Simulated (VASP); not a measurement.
# AlCo: single point with PBEsol+D3(BJ)

Crystal: AlCo.

```xyz
2
Lattice="2.8194 0.0000 0.0000 0.0000 2.8194 0.0000 0.0000 0.0000 2.8194" Properties=species:S:1:pos:R:3 pbc="T T T"
Al    0.0000    0.0000    0.0000
Co    1.4097    1.4097    1.4097
```

```yaml
Program: VASP 6.6.1
Task: single point
Functional: PBEsol
Dispersion: D3(BJ)
Potentials_or_basis: VASP PAW PBE potentials, release 64 (Al, Co)
Cutoff: 600 eV
k_mesh: 5 × 5 × 5
Occupations: methfessel-paxton, width 0.01 eV
Spin: collinear spin, ferromagnetic start
Starting_moments: "[0.0, 2.5] μB"
```

The pressure is -5.8 GPa. The net moment is 0.00 μB per cell. The valence electrons inside the program's atomic spheres are Al 0.83; Co 8.52 and the dispersion energy per atom is -0.415 eV.

Levels at points of the mesh, in eV from the Fermi level:
Spin up:
```csv
k point,band 3,band 4,band 5,band 6,band 7,band 8,band 9,band 10
"(0.00, 0.00, 0.00)",-3.06,-0.80,-0.80,-0.80,6.23,6.23,6.23,8.98
```
Spin down:
```tsv
k point	band 4	band 5	band 6	band 7	band 8	band 9
(0.00, 0.00, 0.00)	-0.79	-0.79	-0.79	6.23	6.23	6.23
```

Wall time 19 s on 1 thread of AMD EPYC 7R43 64-Core Processor (Zen 3) (shared host), peak memory 0.12 GiB.

Caveat: the k points lie up to 0.45 Å⁻¹ apart; the PAW data sets were made with another functional, which shifts forces and pressure a little.
